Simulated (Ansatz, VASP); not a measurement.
# Two plane-wave programs on P

```xyz
2
Lattice="0.0000 2.6870 2.6870 2.6870 0.0000 2.6870 2.6870 2.6870 0.0000" Properties=species:S:1:pos:R:3 pbc="T T T"
P     0.6717    0.6717    0.6717
P     4.7022    4.7022    4.7022
```

Alike in both runs: functional PBEsol; k mesh 10 × 10 × 10; occupations fermi-dirac, width 0.1 eV; no spin polarisation.

Ansatz relaxed the structure, and its values are those at the end. VASP's run is a single point on that final structure, the one shown.

|  | VASP | Ansatz |
| --- | --- | --- |
| version | VASP 6.6.1 | Ansatz 0.2.0 |
| potentials or method | VASP PAW PBE potentials, release 64 (P), cutoff 520 eV | plane waves (420 eV) with PAW, scalar-relativistic |
| valence electrons in the cell | 10 | 10 |

|  | VASP | Ansatz | Ansatz less VASP |
| --- | --- | --- | --- |
| pressure (GPa) | 0.1 | 0.0 | -0.10 |

VASP's potentials were made for PBE, not for PBEsol, and Ansatz warns of the same on its side.
